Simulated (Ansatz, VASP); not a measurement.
## IrRh2: VASP beside Ansatz

```
Ir Rh
1.0
     2.69013    0.00000    0.00000
    -1.34507    2.32972    0.00000
     0.00000    0.00000   13.19359
Ir Rh
2 4
Cartesian
  0.0000 1.5531 5.4973
  1.3451 0.7766 7.6963
  0.0000 1.5531 9.8952
  0.0000 1.5531 1.0995
  1.3451 0.7766 12.0941
  1.3451 0.7766 3.2984
```

Alike in both runs: task single point; functional PBE; k mesh 6 × 6 × 2; occupations gaussian, width 0.1 eV; no spin polarisation.

```csv
,VASP,Ansatz
version,VASP 6.6.1,Ansatz 0.2.0
potentials or method,"VASP PAW PBE potentials, release 64 (Ir, Rh_pv), cutoff 520 eV","scalar-relativistic, plane waves, PAW"
valence electrons in the cell,78,102
```

Ansatz gave:

```
gap on the k mesh at the Fermi level (eV)                     : none
pressure (GPa)                                                : 11.2
traceless stress, the component that is largest in VASP (GPa) : -7.89
rms of the force components (eV/Å)                            : 0.045
```

Q: Estimate VASP's values.

A: gap on the k mesh at the Fermi level (eV): none; pressure (GPa): 11.4; traceless stress, the component that is largest in VASP (GPa): -7.83; rms of the force components (eV/Å): 0.048.

Atom by atom the forces differ by 0.013 eV/Å (rms over components). A gap of «none» marks a metal or a gap that the smearing closes. VASP's potentials hold 78 valence electrons a cell and Ansatz's 102, so a difference there can come from the potentials and not from the codes.

The k mesh is coarse, so the values compare programs but aren't converged. Neither program's run includes spin-orbit coupling.
